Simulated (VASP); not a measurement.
Ag:

```
Ag
1.0
     2.91113    0.00000    0.00000
    -1.45557    2.52111    0.00000
     0.00000    0.00000    9.46371
Ag
4
Direct
  0.00000 0.00000 0.00000
  0.00000 0.00000 0.50000
  0.33333 0.66667 0.25000
  0.66667 0.33333 0.75000
```

```yaml
Program: VASP 6.6.1
Task: relaxation of cell and atoms
Functional: PBE
Potentials_or_basis: VASP PAW PBE potentials, release 64 (Ag)
Cutoff: 600 eV
k_mesh: 18 × 18 × 6
Occupations: gaussian, width 0.1 eV
Spin: no spin polarisation
```

At the start: pressure 2.6 GPa; volume 17.36 Å³/atom.

Where does the relaxation end?

Over 6 steps the energy falls by 3.8 meV/atom and the volume is 17.84 Å³/atom (+2.8 %); space group P6_3/mmc (No. 194, to 0.05 Å).

Step by step:
```
step  energy change (eV)  largest force (eV/Å)  pressure (GPa)  volume (Å³)
   1              0.0000                0.0000            2.62        69.46
   2             -0.0113                0.0000           -1.23        72.35
   3             -0.0151                0.0000            0.00        71.35
   4             -0.0151                0.0000           -0.06        71.39
   5             -0.0152                0.0000           -0.04        71.38
   6             -0.0152                0.0000           -0.03        71.38
```

Final structure:
```
Ag
1.0
     2.93285    0.00000    0.00000
    -1.46642    2.53992    0.00000
     0.00000    0.00000    9.58173
Ag
4
Direct
  0.00000 0.00000 0.00000
  0.00000 0.00000 0.50000
  0.33333 0.66667 0.25000
  0.66667 0.33333 0.75000
```
